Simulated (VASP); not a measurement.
The system is BaCr.

```xyz
2
Lattice="3.7014 0.0000 0.0000 0.0000 3.7014 0.0000 0.0000 0.0000 3.7014" Properties=species:S:1:pos:R:3 pbc="T T T"
Ba    0.0000    0.0000    0.0000
Cr    1.8507    1.8507    1.8507
```

| Property | Result |
| --- | --- |
| Program | VASP 6.6.1 |
| Task | relaxation of cell and atoms |
| Functional | PBE |
| Potentials or basis | VASP PAW PBE potentials, release 64 (Ba_sv, Cr_pv) |
| Cutoff | 600 eV |
| k mesh | 6 × 6 × 6 |
| Occupations | gaussian, width 0.1 eV |
| Spin | collinear spin, ferromagnetic start |
| Starting moments | [0.0, 4.36] μB |

At the start: pressure 12.2 GPa; volume 25.35 Å³/atom.

Problem. How do energy, volume and symmetry change on relaxing?

Solution. Over 4 steps the energy falls by 320.2 meV/atom and the volume is 36.33 Å³/atom (+43.3 %); space group Pm-3m (No. 221, to 0.1 Å) before and after; moment 4.57 μB per cell.

The path:
```csv
step,energy change (eV),largest force (eV/Å),pressure (GPa),volume (Å³)
1,0.0000,0.0000,12.20,50.71
2,-0.6086,0.0000,1.93,66.24
3,-0.6375,0.0000,-0.41,74.25
4,-0.6403,0.0000,-0.11,72.65
```

Final structure:
```yaml
crystal:
  lattice:
    - [4.17272, 0.00000, 0.00000]
    - [0.00000, 4.17272, 0.00000]
    - [0.00000, 0.00000, 4.17272]
  atoms:
    - { symbol: Ba, position: [0.00000, 0.00000, 0.00000] }
    - { symbol: Cr, position: [0.50000, 0.50000, 0.50000] }
```

Caveat: the volume moved by over 15 % at a fixed basis, so the end points are rough.
